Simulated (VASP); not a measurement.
# PbSe (Cmcm) in VASP: notebook

Runs on PbSe. Level: PBE. Tasks: single point.

All numbers are computed with VASP 6.6.1; they aren't measurements. Logs are shortened: lines on timing, memory, paths and dates and some standing lists are left out, and cuts for length are marked.

### 1 The cell of the first run

Symmetry: Cmcm, No. 63, orthorhombic system. Conventional cell: a = 4.251 Å, b = 11.924 Å, c = 4.433 Å, α = 90.00°, β = 90.00°, γ = 90.00°. Pb (site symmetry m2m) has 7 Se at 2.81 to 3.80 Å and 2 Pb at 3.76 Å within 3.9 Å. Within 4.5 Å of Se (site symmetry m2m) lie 7 Pb at 2.81 to 3.80 Å and 10 Se at 3.95 to 4.43 Å.

### 2 Single point, PBE (biaxial xy strain -0.6%)

File INCAR:

```
PREC = Accurate ; ENCUT = 520
EDIFF = 1E-7 ; ISMEAR = -1
SIGMA = 0.02 ; LREAL = False
LASPH = True ; NELM = 60
ALGO = Normal ; ISIF = 2
LWAVE = False ; LCHARG = True
GGA = PE ; LELF = True
LVHAR = True ; NBANDS = 28
```

File KPOINTS:

```
regular mesh
0
Gamma
  6 6 6
```

File POSCAR:

```
PbSe
1.0
    2.1253051020     -5.9619826758      0.0000000000
    2.1253051020      5.9619826758      0.0000000000
    0.0000000000      0.0000000000      4.4334889037
Pb Se
2 2
Direct
    0.6276045269      0.3723954731      0.7500000000
    0.3723954731      0.6276045269      0.2500000000
    0.8631483043      0.1368516957      0.7500000000
    0.1368516957      0.8631483043      0.2500000000
```

Potentials or basis: VASP PAW PBE potentials, release 64 (Pb_d, Se).

Run with:

```sh
cat potpaw_PBE.64/Pb_d/POTCAR potpaw_PBE.64/Se/POTCAR > POTCAR
mpirun -np 1 vasp_std > vasp.out
```

OUTCAR:

```text
PREC = Accurate
   ENCUT = 520
   EDIFF = 1E-7
   ISMEAR = -1
   LREAL = False
   LASPH = True
   NELM = 60
   ISIF = 2
   GGA = PE

 ion  position               nearest neighbor table
   1  0.628  0.372  0.750-   3 2.81   4 3.07   4 3.07   4 3.07   4 3.07   2 3.76   2 3.76
   2  0.372  0.628  0.250-   4 2.81   3 3.07   3 3.07   3 3.07   3 3.07   1 3.76   1 3.76
   3  0.863  0.137  0.750-   1 2.81   2 3.07   2 3.07   2 3.07   2 3.07
   4  0.137  0.863  0.250-   2 2.81   1 3.07   1 3.07   1 3.07   1 3.07

  LATTYP: Found a base centered orthorhombic cell.
 ALAT       =     4.2506102040
 B/A-ratio  =     2.8052361377
 C/A-ratio  =     1.0430241050

  Lattice vectors:

 A1 = (   2.1253051020,  -5.9619826758,   0.0000000000)
 A2 = (   2.1253051020,   5.9619826758,   0.0000000000)
 A3 = (   0.0000000000,   0.0000000000,   4.4334889037)

Analysis of symmetry for initial positions (statically):
=====================================================================
 Subroutine PRICEL returns:
 Original cell was already a primitive cell.

 Routine SETGRP: Setting up the symmetry group for a
 base centered orthorhombic supercell.

 Subroutine GETGRP returns: Found  8 space group operations
 (whereof  4 operations were pure point group operations)
 out of a pool of  8 trial point group operations.

The static configuration has the point symmetry C_2h.
 The point group associated with its full space group is D_2h.

Analysis of symmetry for dynamics (positions and initial velocities):
=====================================================================
 Subroutine PRICEL returns:
 Original cell was already a primitive cell.

 Routine SETGRP: Setting up the symmetry group for a
 base centered orthorhombic supercell.

 Subroutine GETGRP returns: Found  8 space group operations
 (whereof  4 operations were pure point group operations)
 out of a pool of  8 trial point group operations.

The dynamic configuration has the point symmetry C_2h.
 The point group associated with its full space group is D_2h.

 Subroutine INISYM returns: Found  8 space group operations
 (whereof  4 operations are pure point group operations),
 and found     1 'primitive' translations

[... 93 lines left out ...]
   LNONCOLLINEAR =      F non collinear calculations
   LSORBIT =      F    spin-orbit coupling
   LASPH  =      T    aspherical Exc in radial PAW
   ENCUT  =  520.0 eV  38.22 Ry    6.18 a.u.  11.77 11.77  8.24*2*pi/ulx,y,z
   NELM   =     60;   NELMIN=  2; NELMDL= -5     # of ELM steps
   EDIFF  = 0.1E-06   stopping-criterion for ELM
   LREAL  =      F    real-space projection
   EDIFFG = 0.1E-05   stopping-criterion for IOM
   NSW    =      0    number of steps for IOM
   IBRION =     -1    ionic relax: 0-MD 1-quasi-New 2-CG
   NFREE  =      0    steps in history (QN), initial steepest desc. (CG)
   ISIF   =      2    stress and relaxation
   ISYM   =      2    0-nonsym 1-usesym 2-fastsym
   POTIM  = 0.5000    time-step for ionic-motion
   TEBEG  =    0.0;   TEEND  =   0.0 temperature during run
   PSTRESS=    0.0 pullay stress
   NELECT =      40.0000    total number of electrons
   NUPDOWN=      -1.0000    fix difference up-down
   EMIN   =  10.00;   EMAX   =-10.00  energy-range for DOS
   EFERMI =   0.00;   METHOD = LEGACY
   ISMEAR =    -1;   SIGMA  =   0.02  broadening in eV -4-tet -1-fermi 0-gaus
   EFERMI_NEDOS =   21; number of points for ismear=-14 and -15
   IALGO  =     38    algorithm
   IMIX   =      4    mixing-type and parameters
     AMIX     =   0.40;   BMIX     =  1.00
     AMIX_MAG =   1.60;   BMIX_MAG =  1.00
  volume/ion in A,a.u.               =      28.09       189.55
  Fermi-wavevector in a.u.,A,eV,Ry     =   1.160288  2.192625 18.317076  1.346267
  Thomas-Fermi vector in A             =   2.296872
   LORBIT       =      0    0 simple, 1 ext, 2 COOP (PROOUT), +10 PAW based schemes
   GGA     = PE    functional components
   LHFCALC =     F    Hartree Fock is set to
   AEXX    =    0.0000 exact exchange contribution
   IVDW    =     0    specifies the selected vdW correction
   LEPSILON=     F    determine dielectric tensor
   LRPA    =     F    only Hartree local field effects (RPA)
 non-spin polarized calculation
  energy-cutoff  :      520.00
  volume of cell :      112.35
 maximum number of plane-waves:      3052
   NGX = 23   NGY = 23   NGZ = 17

 number of electron      39.9999998 magnetization

 Free energy of the ion-electron system (eV)
  ---------------------------------------------------
  ext. energy  EPLUGINS =         0.00000000
  ---------------------------------------------------
  free energy    TOTEN  =       -16.14596265 eV

  energy without entropy =      -16.14596265  energy(sigma->0) =      -16.14596265

 E-fermi :   5.1511     XC(G=0):  -9.6604

 val. band max:        4.7343996502   @ k =   0.0000   0.0000   0.5000
 cond. band min:       5.7923623750   @ k =   0.3333   0.3333   0.1667
 fundamental gap:      1.0579627248
 Fermi energy:         5.1510870837

 k-point     1 :       0.0000    0.0000    0.0000
  band No.  band energies     occupation
      1     -11.7802      2.00000
      2     -11.6920      2.00000
      3     -11.6910      2.00000
      4     -11.6744      2.00000
      5     -11.6499      2.00000
      6     -11.6472      2.00000
[... 733 lines left out ...]
     27      11.7540      0.00000
     28      12.1484      0.00000

 [... further k-points ...]

------------------------ aborting loop because EDIFF is reached ----------------------------------------

  FORCE on cell =-STRESS in cart. coord.  units (eV):
  Direction    XX          YY          ZZ          XY          YZ          ZX
  --------------------------------------------------------------------------------------
  -------------------------------------------------------------------------------------
  Total        1.6796220      1.9327575      1.6177676      0.0000000     -0.0000000      0.0000000
  in kB       23.9516002     27.5613405     23.0695488      0.0000000     -0.0000000      0.0000000
  external PRESSURE =      24.8608298 kB  Pullay stress =       0.0000000 kB

 VOLUME and BASIS-vectors are now :
 -----------------------------------------------------------------------------
  energy-cutoff  :      520.00
  volume of cell :      112.35
      direct lattice vectors                 reciprocal lattice vectors
     2.125305102 -5.961982676  0.000000000     0.235260340 -0.083864719  0.000000000
     2.125305102  5.961982676  0.000000000     0.235260340  0.083864719  0.000000000
     0.000000000  0.000000000  4.433488904     0.000000000  0.000000000  0.225555995

 POSITION                                       TOTAL-FORCE (eV/Angst)
 -----------------------------------------------------------------------------------
      2.12531     -1.52155      3.32512         0.000000      0.100751      0.000000
      2.12531      1.52155      1.10837         0.000000     -0.100751      0.000000
      2.12531     -4.33017      3.32512         0.000000     -0.159511     -0.000000
      2.12531      4.33017      1.10837         0.000000      0.159511      0.000000
 -----------------------------------------------------------------------------------
    total drift:                                0.000000      0.000000      0.000000

  FREE ENERGIE OF THE ION-ELECTRON SYSTEM (eV)
  ---------------------------------------------------
  free  energy   TOTEN  =       -16.1459626462 eV

  energy  without entropy=      -16.1459626462  energy(sigma->0) =      -16.14596265
```

OSZICAR:

```text
N       E                     dE             d eps       ncg     rms          rms(c)
DAV:   1     0.410372102084E+03    0.41037E+03   -0.18775E+04  2912   0.151E+03
DAV:   2     0.273784943050E+02   -0.38299E+03   -0.37166E+03  2952   0.396E+02
DAV:   3    -0.148797051073E+02   -0.42258E+02   -0.41370E+02  3748   0.150E+02
DAV:   4    -0.166866899378E+02   -0.18070E+01   -0.18013E+01  3452   0.323E+01
DAV:   5    -0.167495268431E+02   -0.62837E-01   -0.62831E-01  3692   0.648E+00    0.402E+00
DAV:   6    -0.161499656452E+02    0.59956E+00   -0.13090E+00  4072   0.755E+00    0.224E+00
DAV:   7    -0.161432469745E+02    0.67187E-02   -0.33248E-01  3612   0.243E+00    0.129E+00
DAV:   8    -0.161486609723E+02   -0.54140E-02   -0.46488E-02  3720   0.189E+00    0.304E-01
DAV:   9    -0.161457737610E+02    0.28872E-02   -0.10807E-02  4064   0.914E-01    0.691E-02
DAV:  10    -0.161459449320E+02   -0.17117E-03   -0.10069E-03  3172   0.148E-01    0.319E-02
DAV:  11    -0.161459630367E+02   -0.18105E-04   -0.99746E-05  4292   0.713E-02    0.955E-03
DAV:  12    -0.161459629362E+02    0.10048E-06   -0.10936E-05  3332   0.193E-02    0.270E-03
DAV:  13    -0.161459625968E+02    0.33945E-06   -0.15739E-06  3420   0.111E-02    0.918E-04
DAV:  14    -0.161459626462E+02   -0.49464E-07   -0.17635E-07  2464   0.333E-03
   1 F= -.16145963E+02 E0= -.16145963E+02  d E =-.953272E-11
```

stdout:

```text
POSCAR found type information on POSCAR PbSe
 POSCAR found :  2 types and       4 ions
 scaLAPACK will be used
 LDA part: xc-table for (Slater+PW92), standard interpolation
 POSCAR, INCAR and KPOINTS ok, starting setup
 FFT: planning ... GRIDC
 FFT: planning ... GRID_SOFT
 FFT: planning ... GRID
 WAVECAR not read
 entering main loop
```

Run time: 97 s. Hardware: 1 thread of Intel Xeon 6975P-C (Granite Rapids), shared host; peak memory 0.34 GiB.

Results:

- Free energy: -16.1460 eV
- Pressure: 2.5 GPa
- Largest force: 0.160 eV/Å
- Band gap on the k mesh: 1.06 eV (least direct gap 1.20 eV)

Forces on the atoms (eV/Å):
```
Pb   0.000  0.101  0.000
Pb   0.000 -0.101  0.000
Se   0.000 -0.160  0.000
Se   0.000  0.160  0.000
```

Stress tensor (GPa, compression positive):
```
2.40 0.00 0.00
0.00 2.76 0.00
0.00 0.00 2.31
```

Caveat: the cell differs from its parent crystal (biaxial xy strain -0.6%); spin-orbit coupling is left out, which moves the levels of the heavy elements. A k mesh can miss the band edges.

[end of part 1 of 2]
